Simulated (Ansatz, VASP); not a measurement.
**One calculation of BC5, two programs**

```
C B
1.0
    -1.27458    1.27458    5.77995
     1.27458   -1.27458    5.77995
     1.27458    1.27458   -5.77995
C B
5 1
Direct
  0.08012 0.58012 0.50000
  0.41988 0.91988 0.50000
  0.50000 0.50000 0.00000
  0.15628 0.15628 0.00000
  0.84372 0.84372 0.00000
  0.75000 0.25000 0.50000
```

Alike in both runs: task single point; functional PBE; k mesh 15 × 15 × 15; occupations fermi-dirac, width 0.05 eV; no spin polarisation.

|  | VASP | Ansatz |
| --- | --- | --- |
| version | VASP 6.6.1 | Ansatz 0.2.0 |
| potentials or method | VASP PAW PBE potentials, release 64 (C, B) | Ansatz PAW |
| plane-wave cutoff (eV) | 520 | 420 |
| valence electrons in the cell | 23 | 23 |

Ansatz gave:

- gap on the k mesh at the Fermi level (eV): none
- pressure (GPa): -14.6
- traceless stress, the component that is largest in VASP (GPa): -2.08
- rms of the force components (eV/Å): 0.040

Q: What did VASP give for the same quantities?

A: gap on the k mesh at the Fermi level (eV): none; pressure (GPa): -14.2; traceless stress, the component that is largest in VASP (GPa): -2.09; rms of the force components (eV/Å): 0.033.

Atom by atom the forces differ by 0.007 eV/Å (rms over components). A gap of «none» marks a metal or a gap that the smearing closes. The functional is the same, so the differences come from potentials, cutoffs and numerics.
